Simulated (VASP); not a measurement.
The system is Ti.

```xyz
4
Lattice="2.1944 -3.7190 0.0000 2.1944 3.7190 0.0000 0.0000 0.0000 4.3945" Properties=species:S:1:pos:R:3 pbc="T T T"
Ti    2.1944    2.5847    0.3450
Ti    2.1944   -1.1343    1.8523
Ti    2.1944   -2.5847    4.0496
Ti    2.1944    1.1343    2.5422
```

- Program: VASP 6.6.1
- Task: relaxation of cell and atoms
- Functional: r2SCAN
- Potentials or basis: VASP PAW PBE potentials, release 64 (Ti_sv)
- Cutoff: 600 eV
- k mesh: 4 × 4 × 4
- Occupations: gaussian, width 0.1 eV
- Spin: no spin polarisation

At the start: pressure 8.8 GPa; volume 17.93 Å³/atom.

**Question.** Where does the relaxation end?

**Answer.** Over 29 steps the energy falls by 1005.0 meV/atom and the volume is 18.49 Å³/atom (+3.1 %); space group Cmce (No. 64, to 0.1 Å) before, Fmmm (No. 69, to 0.1 Å).

The path:
```
step  energy change (eV)  largest force (eV/Å)  pressure (GPa)  volume (Å³)
   1              0.0000                0.4187            8.82        71.73
   2             -0.7110                1.1416           -1.98        82.29
   3             -0.7956                1.5018           -9.60        93.36
   4             -0.8371                1.4116           -7.25        89.35
   5             -1.2634                1.6603           -9.01        91.15
   6             -2.1969                1.7529          -12.84        95.24
   7             -3.0918                1.5380           -8.88        87.62
   8             -3.4731                1.2357           -1.75        80.23
   9             -3.4737                1.2181           -1.15        79.67
  10             -3.6820                0.9577           -0.67        78.40
  11             -3.9069                0.8243            1.07        75.25
  12             -3.9631                0.3301           -1.40        75.79
  13             -3.9663                0.2596           -2.09        75.96
  14             -3.9891                0.1253           -0.47        74.29
  15             -3.9915                0.0690            0.29        73.57
  16             -3.9935                0.0435            0.09        73.72
  17             -3.9950                0.0969           -0.29        74.01
  18             -3.9964                0.0902           -0.16        73.98
  19             -3.9992                0.1237            0.27        73.86
  20             -3.9985                0.2904            1.15        73.60
  21             -4.0000                0.1887            0.63        73.75
  22             -4.0011                0.1870            0.59        73.81
  23             -4.0042                0.1828            0.45        73.96
  24             -4.0095                0.1757            0.18        74.24
  25             -4.0147                0.1704           -0.31        74.75
  26             -4.0175                0.1053           -0.33        74.60
  27             -4.0195                0.0381           -0.36        74.28
  28             -4.0196                0.0289           -0.35        74.31
  29             -4.0202                0.0293            0.09        73.96
```

Final structure:
```yaml
crystal:
  lattice:
    - [1.89783, -4.89632, 0.00000]
    - [1.89783, 4.89632, 0.00000]
    - [0.00000, 0.00000, 3.97936]
  atoms:
    - { symbol: Ti, position: [0.15040, 0.84960, 0.99966] }
    - { symbol: Ti, position: [0.65040, 0.34960, 0.50034] }
    - { symbol: Ti, position: [0.84960, 0.15040, 0.00034] }
    - { symbol: Ti, position: [0.34960, 0.65040, 0.49966] }
```

Caveat: the k points lie up to 0.44 Å⁻¹ apart in the final cell; a cell axis changed by over 15 % at a fixed basis, so the end point is rough; the PAW data sets were made with another functional, which shifts forces and pressure a little.
